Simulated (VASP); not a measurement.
Here is a VASP 6.6.1 calculation.

File INCAR:

```
ALGO = Normal
DIPOL = 0.5 0.5 0.391
EDIFF = 1E-7
ENCUT = 520
GGA = PE
IDIPOL = 3
ISIF = 2
ISMEAR = 0
LASPH = True
LCHARG = False
LDIPOL = True
LREAL = False
LWAVE = False
NBANDS = 14
NELM = 100
PREC = Accurate
SIGMA = 0.1
```

The input KPOINTS:

```
k-points
0
Gamma
  9 9 1
```

POSCAR

```
Mg4Si
1.0
    3.2100692859      0.0000000000      0.0000000000
   -1.6050346429      2.7800015495      0.0000000000
    0.0000000000      0.0000000000     23.2147784313
Mg Si
4 1
Direct
    0.6666666667      0.3333333333      0.1723040352
    0.3333333333      0.6666666666      0.2829644272
    0.6666666667      0.3333333333      0.3920793237
    0.3333333333      0.6666666666      0.5046258988
    0.3333333333      1.1666666666      0.6014031486
```

Potentials or basis: VASP PAW PBE potentials, release 64 (Mg, Si).

The run is started by

```console
$ cat potpaw_PBE.64/Mg/POTCAR potpaw_PBE.64/Si/POTCAR > POTCAR
$ mpirun -np 1 vasp_std > vasp.out
```

(1) Predict the largest force.

(2) Estimate the band gap on the k mesh.

## Answers

(1) 0.049 eV/Å.

(2) zero (bands 6 and 7 overlap by 0.26 eV).
